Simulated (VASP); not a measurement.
Here is a VASP 6.6.1 calculation.

The input INCAR:

```
ALGO = Normal
EDIFF = 1E-6
EDIFFG = -0.01
ENCUT = 520
GGA = PE
IBRION = 2
ISIF = 2
ISMEAR = -1
LASPH = T
LCHARG = F
LREAL = F
LWAVE = F
NELM = 100
NSW = 60
PREC = Accurate
SIGMA = 0.05
```

KPOINTS

```
k-points
0
Gamma
  5 5 5
```

Contents of POSCAR:

```
CsMgBiO3
1.0
    3.2305168867      1.8651397941      3.7970092083
   -3.2305168867      1.8651397941      3.7970092083
    0.0000000000     -3.7302795883      3.7970092083
Bi Cs Mg O
1 1 1 3
Direct
    0.5652985500      0.5652985500      0.5652985500
    0.9172816500      0.9172816500      0.9172816500
    0.3021917400      0.3021917400      0.3021917400
    0.9822380200      0.4913922600      0.4913922600
    0.4913922600      0.4913922600      0.9822380200
    0.4913922600      0.9822380200      0.4913922600
```

Potentials or basis: VASP PAW PBE potentials, release 64 (Bi_d, Cs_sv, Mg, O).

Command:

```console
$ cat potpaw_PBE.64/Bi_d/POTCAR potpaw_PBE.64/Cs_sv/POTCAR potpaw_PBE.64/Mg/POTCAR potpaw_PBE.64/O/POTCAR > POTCAR
$ mpirun -np 1 vasp_std > vasp.out
```

**Question.** Estimate the energy gained by relaxing.

**Answer.** 1.0 meV/atom.

**Question.** Estimate the band gap on the k mesh.

**Answer.** 2.77 eV.

Final structure:
```xyz
6
Lattice="3.2305 1.8651 3.7970 -3.2305 1.8651 3.7970 0.0000 -3.7303 3.7970" Properties=species:S:1:pos:R:3 pbc="T T T"
Bi    0.0000    0.0000    6.4602
Cs    0.0000    0.0000   10.3719
Mg    0.0000    0.0000    3.4801
O     1.5826    0.9137    7.4673
O     0.0000   -1.8274    7.4673
O    -1.5826    0.9137    7.4673
```

Caveat: spin-orbit coupling is left out, which moves the levels of the heavy elements. A k mesh can miss the band edges.
